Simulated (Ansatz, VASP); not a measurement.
# BN in VASP and in Ansatz

The input INCAR:

```
SYSTEM = BN
PREC = Accurate
ENCUT = 520
EDIFF = 1E-6
ISMEAR = -1
SIGMA = 0.05
LREAL = .FALSE.
LASPH = .TRUE.
NELM = 80
ALGO = Normal
ISIF = 2
LWAVE = .FALSE.
LCHARG = .FALSE.
LDIPOL = .TRUE.
IDIPOL = 3
DIPOL = 0.5 0.5 0.314
GGA = PS
NBANDS = 11
```

KPOINTS

```
Automatic mesh
0
G
  12 12 1
  0 0 0
```

File POSCAR:

```
BN
1.0
    2.5120600000     -0.0042300000      0.0000000000
   -1.2523700000      2.1776200000      0.0000000000
    0.0000000000      0.0000000000     23.9016000000
B N
1 1
Direct
    0.9940400000      0.9945700000      0.3137900000
    0.6607100000      0.3279100000      0.3137900000
```

The input input.yaml:

```yaml
crystal:
  lattice:
    - [2.51206, -0.00423, 0.0]
    - [-1.25237, 2.17762, 0.0]
    - [0.0, 0.0, 23.9016]
  atoms:
    - { symbol: B, position: [0.99404, 0.99457, 0.31379] }
    - { symbol: "N", position: [0.66071, 0.32791, 0.31379] }
  periodic: [true, true, false]
kpoints:
  mp_grid: { grid: [12, 12, 1] }
scf:
  occupations: { method: fermi_dirac, width: 0.05 }
hamiltonian:
  xc: pbesol
  pseudopotentials: { kind: all_electron, lapw: { basis_error: 0.002 } }
output:
  forces: true
  stress: true
  eigenvalues: true
```

Alike in both runs: functional PBEsol; k mesh 12 × 12 × 1; occupations fermi-dirac, width 0.05 eV; no spin polarisation.

```csv
,VASP,Ansatz
version,VASP 6.6.1,Ansatz 0.2.0
potentials or method,"VASP PAW PBE potentials, release 64 (B, N), cutoff 520 eV","all-electron LAPW, scalar-relativistic"
task,single point,work function
```

Ansatz gave:

| Property | Result |
| --- | --- |
| gap on the k mesh at the Fermi level (eV) | 4.62 |
| least direct gap on the mesh (eV) | 4.62 |

**Question.** Estimate VASP's values.

**Answer.** gap on the k mesh at the Fermi level (eV): 4.61; least direct gap on the mesh (eV): 4.61.

VASP's potentials were made for PBE, not for PBEsol. Ansatz ran all-electron here, and VASP with PAW potentials.
